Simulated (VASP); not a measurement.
# BeS (P6_3/mmc) in VASP: further runs

Aim: see how the results for BeS move with the level of theory and the settings. Levels: PBE, PBEsol. Tasks: dielectric tensor, vibrations by perturbation theory.

Everything below comes from runs of VASP 6.6.1. Logs are shortened: lines on timing, memory, paths and dates and some standing lists are left out, and cuts for length are marked.

## (1) The cell of the first run

The structure is hexagonal, space group P6_3/mmc (No. 194). Conventional cell: a = 3.462 Å, b = 3.462 Å, c = 6.992 Å, α = 90.00°, β = 90.00°, γ = 120.00°. Be (site symmetry -6m2) has 3 S at 2.00 Å within 2.6 Å. S (site symmetry -6m2) has 3 Be at 2.00 Å within 2.6 Å.

## (2) Dielectric tensor, PBE

File INCAR:

```
PREC = Accurate
ENCUT = 520
EDIFF = 1E-8
ISMEAR = 0
SIGMA = 0.01
LREAL = False
LASPH = True
NELM = 80
ALGO = Normal
ISIF = 2
LWAVE = False
LCHARG = False
GGA = PE
LEPSILON = True
```

File KPOINTS:

```
Automatic mesh
0
Gamma
  9 9 4
```

File POSCAR:

```
BeS
1.0
    3.4621570814      0.0000000000      0.0000000000
   -1.7310785407      2.9983159844      0.0000000000
    0.0000000000      0.0000000000      6.9924280704
Be S
2 2
Direct
    0.3333333333      0.6666666667      0.2500000000
    0.6666666667      0.3333333333      0.7500000000
    0.6666666667      0.3333333333      0.2500000000
    0.3333333333      0.6666666667      0.7500000000
```

Potentials or basis: VASP PAW PBE potentials, release 64 (Be, S).

The run is started by

```console
$ cat potpaw_PBE.64/Be/POTCAR potpaw_PBE.64/S/POTCAR > POTCAR
$ mpirun -np 1 vasp_std > vasp.out
```

OUTCAR:

```text
PREC = Accurate
   ENCUT = 520
   EDIFF = 1E-8
   ISMEAR = 0
   LREAL = False
   LASPH = True
   NELM = 80
   ISIF = 2
   GGA = PE
   LEPSILON = True

 ion  position               nearest neighbor table
   1  0.333  0.667  0.250-   3 2.00   3 2.00   3 2.00
   2  0.667  0.333  0.750-   4 2.00   4 2.00   4 2.00
   3  0.667  0.333  0.250-   1 2.00   1 2.00   1 2.00
   4  0.333  0.667  0.750-   2 2.00   2 2.00   2 2.00

  LATTYP: Found a hexagonal cell.
 ALAT       =     3.4621570814
 C/A-ratio  =     2.0196738351

  Lattice vectors:

 A1 = (   3.4621570814,   0.0000000000,   0.0000000000)
 A2 = (  -1.7310785407,   2.9983159844,   0.0000000000)
 A3 = (   0.0000000000,   0.0000000000,   6.9924280704)

Analysis of symmetry for initial positions (statically):
=====================================================================
 Subroutine PRICEL returns:
 Original cell was already a primitive cell.

 Routine SETGRP: Setting up the symmetry group for a
 hexagonal supercell.

 Subroutine GETGRP returns: Found 24 space group operations
 (whereof 12 operations were pure point group operations)
 out of a pool of 24 trial point group operations.

The static configuration has the point symmetry D_3d.
 The point group associated with its full space group is D_6h.

Analysis of symmetry for dynamics (positions and initial velocities):
=====================================================================
 Subroutine PRICEL returns:
 Original cell was already a primitive cell.

 Routine SETGRP: Setting up the symmetry group for a
 hexagonal supercell.

 Subroutine GETGRP returns: Found 24 space group operations
 (whereof 12 operations were pure point group operations)
 out of a pool of 24 trial point group operations.

The dynamic configuration has the point symmetry D_3d.
 The point group associated with its full space group is D_6h.

 Subroutine INISYM returns: Found 24 space group operations
 (whereof 12 operations are pure point group operations),
 and found     1 'primitive' translations

----------------------------------------------------------------------------------------

[... 528 lines left out ...]
      1.73108      0.99944      5.24432        -0.000000     -0.000000      0.000000
      1.73108      0.99944      1.74811        -0.000000     -0.000000      0.000000
     -0.00000      1.99888      5.24432         0.000000      0.000000      0.000000
 -----------------------------------------------------------------------------------
    total drift:                                0.000000     -0.000000      0.000000

  FREE ENERGIE OF THE ION-ELECTRON SYSTEM (eV)
  ---------------------------------------------------
  free  energy   TOTEN  =       -19.2310012908 eV

  energy  without entropy=      -19.2310012908  energy(sigma->0) =      -19.23100129

 HEAD OF MICROSCOPIC STATIC DIELECTRIC TENSOR (INDEPENDENT PARTICLE, excluding Hartree and local field effects)
 ------------------------------------------------------
           5.144085     0.000000    -0.000000
           0.000000     5.144085    -0.000000
           0.000000     0.000000     4.332443
 ------------------------------------------------------

 Free energy of the ion-electron system (eV)
  ---------------------------------------------------
  ---------------------------------------------------
  free energy    TOTEN  =        -0.81862630 eV

  energy without entropy =       -0.81862630

------------------------ aborting loop because EDIFF is reached ----------------------------------------

--------------------------------------- Ionic step        2  -------------------------------------------

------------------------ aborting loop because EDIFF is reached ----------------------------------------

--------------------------------------- Ionic step        3  -------------------------------------------

 Free energy of the ion-electron system (eV)
  ---------------------------------------------------
  ---------------------------------------------------
  free energy    TOTEN  =        -0.63905930 eV

  energy without entropy =       -0.63905930

------------------------ aborting loop because EDIFF is reached ----------------------------------------

 PIEZOELECTRIC TENSOR FIELD DIRECTION 3  (e Angst)
 -----------------------------------------------------------------------------
    -0.00203  0.00000  0.00000           ( -0.00000  0.00000  0.00000)
     0.00000 -0.00203  0.00000           (  0.00000 -0.00000  0.00000)
     0.00000 -0.00000  0.00458           (  0.00000  0.00000  0.00000)

 PIEZOELECTRIC TENSOR FIELD DIRECTION 3  (C/m^2)
 -----------------------------------------------------------------------------
    -0.00045  0.00000  0.00000
     0.00000 -0.00045  0.00000
     0.00000 -0.00000  0.00101

 MACROSCOPIC STATIC DIELECTRIC TENSOR (including local field effects in DFT)
 ------------------------------------------------------
           4.680433     0.000000     0.000000
          -0.000000     4.680433    -0.000000
           0.000000    -0.000000     3.856178
 ------------------------------------------------------

 PIEZOELECTRIC TENSOR (including local field effects)  for field in x, y, z        (e  Angst)
          XX          YY          ZZ          XY          YZ          ZX
  --------------------------------------------------------------------------------
  x     0.00000     0.00000     0.00000     0.00000     0.00000     0.00000
  y     0.00000     0.00000     0.00000     0.00000     0.00000     0.00000
  z     0.00000     0.00000     0.00000     0.00000     0.00000     0.00000

 PIEZOELECTRIC TENSOR (including local field effects)  for field in x, y, z        (C/m^2)
          XX          YY          ZZ          XY          YZ          ZX
  --------------------------------------------------------------------------------
  x     0.00000     0.00000     0.00000     0.00000     0.00000     0.00000
  y     0.00000     0.00000     0.00000     0.00000     0.00000     0.00000
  z     0.00000     0.00000     0.00000     0.00000     0.00000     0.00000

 BORN EFFECTIVE CHARGES (including local field effects) (in |e|, cummulative output)
 ---------------------------------------------------------------------------------
 ion    1
    1     1.98177     0.00000     0.00000
    2     0.00000     1.98177     0.00000
    3    -0.00000    -0.00000     1.01416
 ion    2
    1     1.98177     0.00000     0.00000
    2     0.00000     1.98177     0.00000
    3     0.00000    -0.00000     1.01416
 ion    3
    1    -1.98177     0.00000     0.00000
    2     0.00000    -1.98177     0.00000
    3     0.00000     0.00000    -1.01416
 ion    4
    1    -1.98177     0.00000     0.00000
    2     0.00000    -1.98177     0.00000
    3     0.00000     0.00000    -1.01416
```

OSZICAR:

```text
N       E                     dE             d eps       ncg     rms          rms(c)
DAV:   1     0.674726992582E+02    0.67473E+02   -0.65064E+03   864   0.110E+03
[... 13 lines left out ...]
RMM:   9    -0.638989290945E+00    0.41502E-05   -0.50490E-06  1465   0.125E-02    0.422E-03
RMM:  10    -0.639054461984E+00   -0.65171E-04   -0.49191E-07  1408   0.526E-03    0.731E-04
RMM:  11    -0.639057619394E+00   -0.31574E-05    0.40817E-08  1614   0.144E-03    0.302E-04
RMM:  12    -0.639061685300E+00   -0.40659E-05    0.57887E-07  1490   0.602E-04    0.109E-04
RMM:  13    -0.639060373484E+00    0.13118E-05   -0.11471E-07  1508   0.251E-04    0.118E-04
RMM:  14    -0.639059668658E+00    0.70483E-06   -0.20534E-07  1303   0.155E-04    0.488E-05
RMM:  15    -0.639059296550E+00    0.37211E-06    0.19817E-08   722   0.113E-04    0.888E-06
```

stdout:

```text
POSCAR found type information on POSCAR BeS
 POSCAR found :  2 types and       4 ions
 scaLAPACK will be used
 LDA part: xc-table for (Slater+PW92), standard interpolation
 POSCAR, INCAR and KPOINTS ok, starting setup
 FFT: planning ... GRIDC
 FFT: planning ... GRID_SOFT
 FFT: planning ... GRID
 WAVECAR not read
 entering main loop
 Linear response reoptimize wavefunctions to high precision
 Linear response G [H, r] |phi>, progress :
  Direction:   1
 Linear response G [H, r] |phi>, progress :
  Direction:   2
 Linear response G [H, r] |phi>, progress :
  Direction:   3
 Linear response to external field (no local field effect), progress :
  Direction:   1
 dielectric tensor                  component  1 :     4.898    -0.255    -0.300
 Linear response to external field (no local field effect), progress :
  Direction:   2
 dielectric tensor                  component  2 :    -0.255     5.390    -0.335
 Linear response to external field (no local field effect), progress :
  Direction:   3
 dielectric tensor                  component  3 :    -0.300    -0.335     4.332
 Linear response to external field, progress :
  Direction:   1
 dielectric tensor                  component  1 :     4.680    -0.243     0.004
 Linear response to external field, progress :
  Direction:   2
 dielectric tensor                  component  2 :    -0.242     4.680    -0.281
 Linear response to external field, progress :
  Direction:   3
 dielectric tensor                  component  3 :    -0.298    -0.332     3.856
 Born effective charges drift removed
```

Run time: 3.9 min. Hardware: 1 thread of AMD EPYC 9R45 (Zen 5), shared host; peak memory 0.3 GiB.

What came out:

| Quantity | Value |
| --- | --- |
| Band gap on the k mesh | 4.03 eV (least direct gap 4.23 eV) |
| Electronic dielectric tensor (diagonal) | 4.68, 4.68, 3.86 |
| Born charges (mean of the diagonal) | Be +1.66; S -1.66 e |

Levels at points of the mesh, in eV from the valence-band top:
| k point | band 4 | band 5 | band 6 | band 7 | band 8 | band 9 | band 10 | band 11 | band 12 |
| --- | --- | --- | --- | --- | --- | --- | --- | --- | --- |
| (0.00, 0.00, 0.00) | -0.85 | -0.85 | -0.67 | -0.67 | -0.67 | 4.84 | 6.19 | 6.19 | 6.19 |
| (0.00, 0.00, 0.50) | -2.34 | -0.76 | -0.76 | -0.76 | -0.76 | 6.22 | 6.22 | 6.36 | 6.36 |

Electronic dielectric tensor:
```
4.68 0.00 0.00
0.00 4.68 0.00
0.00 0.00 3.86
```

Born effective charge tensors (e):
atom 1, Be
```
1.98 0.00 0.00
0.00 1.98 0.00
0.00 0.00 1.01
```
atom 2, Be
```
1.98 0.00 0.00
0.00 1.98 0.00
0.00 0.00 1.01
```
atom 3, S
```
-1.98  0.00  0.00
 0.00 -1.98  0.00
 0.00  0.00 -1.01
```
atom 4, S
```
-1.98  0.00  0.00
 0.00 -1.98  0.00
 0.00  0.00 -1.01
```

## (3) Vibrations by perturbation theory, PBEsol

This run uses another cell than the first one, of 16.21 Å³/atom.

File INCAR:

```
SYSTEM = BeS
PREC = Accurate ; ENCUT = 520
EDIFF = 1E-8 ; ISMEAR = 0
SIGMA = 0.01 ; LREAL = .False.
LASPH = .True. ; NELM = 60
ALGO = Normal ; ISIF = 2
LWAVE = .False. ; LCHARG = .True.
GGA = PS ; IBRION = 8
NSW = 1 ; LEPSILON = .True.
```

File KPOINTS:

```
Automatic mesh
0
Gamma
  9 9 4
  0 0 0
```

File POSCAR:

```
BeS
1.0
    3.4713735135      0.0000000000      0.0000000000
   -1.7356867568      3.0062976487      0.0000000000
    0.0000000000      0.0000000000      6.2147404015
Be S
2 2
Direct
    0.3333333333      0.6666666667      0.2500000000
    0.6666666667      0.3333333333      0.7500000000
    0.6666666667      0.3333333333      0.2500000000
    0.3333333333      0.6666666667      0.7500000000
```

Potentials or basis: VASP PAW PBE potentials, release 64 (Be, S).

The run is started by

```console
$ cat potpaw_PBE.64/Be/POTCAR potpaw_PBE.64/S/POTCAR > POTCAR
$ mpirun -np 1 vasp_std > vasp.out
```

OUTCAR:

```text
SYSTEM = BeS
   PREC = Accurate
   ENCUT = 520
   EDIFF = 1E-8
   ISMEAR = 0
   LREAL = .False.
   LASPH = .True.
   NELM = 60
   ISIF = 2
   GGA = PS
   IBRION = 8
   NSW = 1
   LEPSILON = .True.

 ion  position               nearest neighbor table
   1  0.333  0.667  0.250-   3 2.00   3 2.00   3 2.00
   2  0.667  0.333  0.750-   4 2.00   4 2.00   4 2.00
   3  0.667  0.333  0.250-   1 2.00   1 2.00   1 2.00
   4  0.333  0.667  0.750-   2 2.00   2 2.00   2 2.00

  LATTYP: Found a hexagonal cell.
 ALAT       =     3.4713735135
 C/A-ratio  =     1.7902828311

  Lattice vectors:

 A1 = (   3.4713735135,   0.0000000000,   0.0000000000)
 A2 = (  -1.7356867568,   3.0062976487,   0.0000000000)
 A3 = (   0.0000000000,   0.0000000000,   6.2147404015)

Analysis of symmetry for initial positions (statically):
=====================================================================
 Subroutine PRICEL returns:
 Original cell was already a primitive cell.

 Routine SETGRP: Setting up the symmetry group for a
 hexagonal supercell.

 Subroutine GETGRP returns: Found 24 space group operations
 (whereof 12 operations were pure point group operations)
 out of a pool of 24 trial point group operations.

[... 668 lines left out ...]
  x     0.00000    -0.00000    -0.00000    -9.59856     0.00000     0.00000
  y    -9.59856     9.59856    -0.00000    -0.00000     0.00000     0.00000
  z    -0.00000     0.00000     0.00000     0.00000    -0.00000     0.00000

 SECOND DERIVATIVES (NOT SYMMETRIZED)
 ------------------------------------
               1X          1Y          1Z          2X          2Y          2Z          3X          3Y          3Z          4X          4Y          4Z
  1X   -13.524957    0.000000    0.000000    0.027473   -0.000000    0.000000   13.471768   -0.000000    0.000000    0.025717   -0.000000    0.000000
  1Y     0.000000  -13.524957    0.000000   -0.000000    0.027473    0.000000   -0.000000   13.471768    0.000000   -0.000000    0.025717    0.000000
  1Z    -0.000000   -0.000000    1.395319    0.000000    0.000000    0.481898    0.000000   -0.000000   -0.596363   -0.000000    0.000000   -1.280854
  2X     0.027473   -0.000000    0.000000  -13.524957    0.000000    0.000000    0.025717   -0.000000    0.000000   13.471768   -0.000000    0.000000
  2Y    -0.000000    0.027473    0.000000    0.000000  -13.524957    0.000000   -0.000000    0.025717    0.000000   -0.000000   13.471768    0.000000
  2Z     0.000000    0.000000    0.481898   -0.000000   -0.000000    1.395319   -0.000000    0.000000   -1.280854    0.000000   -0.000000   -0.596363
  3X    13.467801   -0.000000    0.000000    0.026564   -0.000000    0.000000  -14.060830    0.000000    0.000000    0.566464   -0.000000    0.000000
  3Y    -0.000000   13.467801    0.000000   -0.000000    0.026564    0.000000    0.000000  -14.060830    0.000000   -0.000000    0.566464    0.000000
  3Z     0.000000    0.000000   -0.613117    0.000000   -0.000000   -1.262360    0.000000    0.000000   -1.011418    0.000000    0.000000    2.886894
  4X     0.026564   -0.000000    0.000000   13.467801   -0.000000    0.000000    0.566464   -0.000000    0.000000  -14.060830    0.000000    0.000000
  4Y    -0.000000    0.026564    0.000000   -0.000000   13.467801    0.000000   -0.000000    0.566464    0.000000    0.000000  -14.060830    0.000000
  4Z     0.000000   -0.000000   -1.262360    0.000000    0.000000   -0.613117    0.000000    0.000000    2.886894    0.000000    0.000000   -1.011418

 Eigenvectors and eigenvalues of the dynamical matrix
 ----------------------------------------------------

   1 f  =   21.709525 THz   136.404969 2PiTHz  724.151808 cm-1    89.783341 meV
             X         Y         Z           dx          dy          dz
     -0.000000  2.004198  1.553685     0.501279   -0.369817    0.000000
      1.735687  1.002099  4.661055    -0.501279    0.369817    0.000000
      1.735687  1.002099  1.553685    -0.269252    0.198640   -0.000000
     -0.000000  2.004198  4.661055     0.269252   -0.198640   -0.000000
[... 71 lines left out ...]
  12 f/i=    8.074518 THz    50.733692 2PiTHz  269.336924 cm-1    33.393508 meV
             X         Y         Z           dx          dy          dz
     -0.000000  2.004198  1.553685     0.000000    0.000000   -0.624801
      1.735687  1.002099  4.661055     0.000000    0.000000   -0.624801
      1.735687  1.002099  1.553685     0.000000    0.000000    0.331095
     -0.000000  2.004198  4.661055     0.000000    0.000000    0.331095

--------------------------------------------------------------------------------------------------------

 MACROSCOPIC STATIC DIELECTRIC TENSOR IONIC CONTRIBUTION
 ------------------------------------------------------
           1.541371    -0.000000    -0.000000
          -0.000000     1.541371     0.000000
          -0.000000     0.000000     0.000000
 ------------------------------------------------------

 ELASTIC MODULI CONTR FROM IONIC RELAXATION (kBar)
 Direction    XX          YY          ZZ          XY          YZ          ZX
 --------------------------------------------------------------------------------
 XX        -314.3986    314.3986     -0.0000      0.0000      0.0000      0.0000
 YY         314.3986   -314.3986      0.0000      0.0000     -0.0000      0.0000
 ZZ          -0.0000      0.0000     -0.0000     -0.0000      0.0000      0.0000
 XY           0.0000      0.0000     -0.0000   -314.3986     -0.0000      0.0000
 YZ           0.0000     -0.0000      0.0000     -0.0000     -0.0000      0.0000
 ZX           0.0000      0.0000      0.0000      0.0000      0.0000      0.0000
 --------------------------------------------------------------------------------

 PIEZOELECTRIC TENSOR IONIC CONTR  for field in x, y, z        (C/m^2)
          XX          YY          ZZ          XY          YZ          ZX
  --------------------------------------------------------------------------------
  x    -0.00000     0.00000     0.00000     0.00000    -0.00000     0.00000
  y    -0.00000    -0.00000     0.00000    -0.00000    -0.00000     0.00000
  z     0.00000    -0.00000     0.00000    -0.00000    -0.00000     0.00000
```

Wall time 6.8 min (1 thread of AMD EPYC 9R45 (Zen 5), shared host); peak memory 0.38 GiB.

Results:

```yaml
Electronic_dielectric_tensor_diagonal: 5.15, 5.15, 5.63
Born_charges_mean_of_the_diagonal: Be +1.84; S -1.84 e
Highest_phonon_frequency_at_Γ_LO-TO_splitting_left_out: 724 cm⁻¹
Most_unstable_mode: 269i cm⁻¹
```

Phonon frequencies in cm⁻¹ (negative: imaginary):
| q point | frequencies |
| --- | --- |
| (0.000, 0.000, 0.000) | -269 -171 0 0 0 92 92 187 722 722 724 724 |

Electronic dielectric tensor:
```
5.15 0.00 0.00
0.00 5.15 0.00
0.00 0.00 5.63
```

Born effective charge tensors (e):
atom 1, Be
```
1.93 0.00 0.00
0.00 1.93 0.00
0.00 0.00 1.66
```
atom 2, Be
```
1.93 0.00 0.00
0.00 1.93 0.00
0.00 0.00 1.66
```
atom 3, S
```
-1.93  0.00  0.00
 0.00 -1.93  0.00
 0.00  0.00 -1.66
```
atom 4, S
```
-1.93  0.00  0.00
 0.00 -1.93  0.00
 0.00  0.00 -1.66
```

Caveat: some modes are imaginary; the PAW data sets were made with another functional, which shifts forces and pressure a little.
